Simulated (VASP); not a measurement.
Crystal: CdSe.

```xyz
2
Lattice="0.0000 3.0986 3.0986 3.0986 0.0000 3.0986 3.0986 3.0986 0.0000" Properties=species:S:1:pos:R:3 pbc="T T T"
Cd    0.0000    0.0000    0.0000
Se    4.6479    4.6479    4.6479
```

```yaml
Program: VASP 6.6.1
Task: relaxation of cell and atoms
Functional: LDA
Potentials_or_basis: VASP PAW LDA potentials, release 64 (Cd, Se)
Cutoff: 600 eV
k_mesh: 6 × 6 × 6
Occupations: fermi-dirac, width 0.02 eV
Spin: no spin polarisation
```

At the start: pressure -4.0 GPa; volume 29.75 Å³/atom.

Q: How do energy, volume and symmetry change on relaxing?

A: Over 3 steps the energy falls by 33.3 meV/atom and the volume is 27.31 Å³/atom (-8.2 %); space group F-43m (No. 216, to 0.05 Å).

Step by step:
| step | energy change (eV) | largest force (eV/Å) | pressure (GPa) | volume (Å³) |
| --- | --- | --- | --- | --- |
| 1 | 0.0000 | 0.0000 | -4.04 | 59.50 |
| 2 | -0.0603 | 0.0000 | 1.56 | 53.28 |
| 3 | -0.0667 | 0.0000 | -0.02 | 54.63 |

Final structure:
```
CELL_PARAMETERS angstrom
0.00000 3.01159 3.01159
3.01159 0.00000 3.01159
3.01159 3.01159 0.00000
ATOMIC_POSITIONS crystal
Cd 0.00000 0.00000 0.00000
Se 0.75000 0.75000 0.75000
```
